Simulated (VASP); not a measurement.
Here is a VASP 6.6.1 calculation.

Contents of INCAR:

```
PREC = Accurate
ENCUT = 520
EDIFF = 1E-6
ISMEAR = -1
SIGMA = 0.1
LREAL = F
LASPH = T
NELM = 60
ALGO = Normal
ISIF = 2
LWAVE = F
LCHARG = F
NBANDS = 32
```

The input KPOINTS:

```
regular mesh
0
Gamma
  13 13 4
```

Contents of POSCAR:

```
Cd
1.0
    3.1860216974      0.0000000000      0.0000000000
   -1.5930108487      2.7591757270      0.0000000000
    0.0000000000      0.0000000000     10.1241044430
Cd
4
Direct
    1.0000000000      0.0000000000      1.0000000000
    1.0000000000      1.0000000000      0.5000000000
    0.3333333333      0.6666666667      0.2500000000
    0.6666666667      0.3333333333      0.7500000000
```

Potentials or basis: VASP PAW LDA potentials, release 64 (Cd).

Command:

```bash
$ cat potpaw_LDA.64/Cd/POTCAR > POTCAR
$ mpirun -np 1 vasp_std > vasp.out
```

(1) What does it give for the band gap on the k mesh?

(2) What does it give for the pressure?

## Answers

(1) zero (bands 24 and 25 overlap by 2.61 eV).

(2) -5.1 GPa.

Caveat: the cell stands under tension.
